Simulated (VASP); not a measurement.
The system is Sn2Te3Se.

```
Sn Te Se
1.0
     5.81166    0.00000    0.00000
    -2.90583    5.03305    0.00000
     0.00000    0.00000    6.02512
Sn Te Se
2 3 1
Direct
  0.33333 0.66667 0.50000
  0.66667 0.33333 0.50000
  0.33333 0.66667 0.00000
  0.66667 0.33333 0.00000
  0.00000 0.00000 0.50000
  0.00000 0.00000 0.00000
```

| Property | Result |
| --- | --- |
| Program | VASP 6.6.1 |
| Task | relaxation of cell and atoms |
| Functional | PBE |
| Potentials or basis | VASP PAW PBE potentials, release 64 (Sn_d, Te, Se) |
| Cutoff | 600 eV |
| k mesh | 6 × 6 × 6 |
| Occupations | gaussian, width 0.1 eV |
| Spin | no spin polarisation |

At the start: pressure 0.1 GPa; volume 29.37 Å³/atom.

Problem. How do energy, volume and symmetry change on relaxing?

Solution. Over 8 steps the energy falls by 21.6 meV/atom and the volume is 29.28 Å³/atom (-0.3 %); space group P6/mmm (No. 191, to 0.05 Å).

Step by step:
| step | energy change (eV) | largest force (eV/Å) | pressure (GPa) | volume (Å³) |
| --- | --- | --- | --- | --- |
| 1 | 0.0000 | 0.0000 | 0.14 | 176.24 |
| 2 | -0.0614 | 0.0000 | -0.16 | 176.83 |
| 3 | -0.1261 | 0.0000 | -0.54 | 177.70 |
| 4 | -0.1261 | 0.0000 | -0.54 | 177.65 |
| 5 | -0.1270 | 0.0000 | 0.37 | 174.35 |
| 6 | -0.1295 | 0.0000 | -0.05 | 175.85 |
| 7 | -0.1296 | 0.0000 | 0.02 | 175.58 |
| 8 | -0.1297 | 0.0000 | -0.01 | 175.66 |

Final structure:
```
Sn Te Se
1.0
     5.66736    0.00000    0.00000
    -2.83368    4.90808    0.00000
     0.00000    0.00000    6.31511
Sn Te Se
2 3 1
Cartesian
  0.0000 3.2721 3.1576
  2.8337 1.6360 3.1576
  0.0000 3.2721 0.0000
  2.8337 1.6360 0.0000
  0.0000 0.0000 3.1576
  0.0000 0.0000 0.0000
```
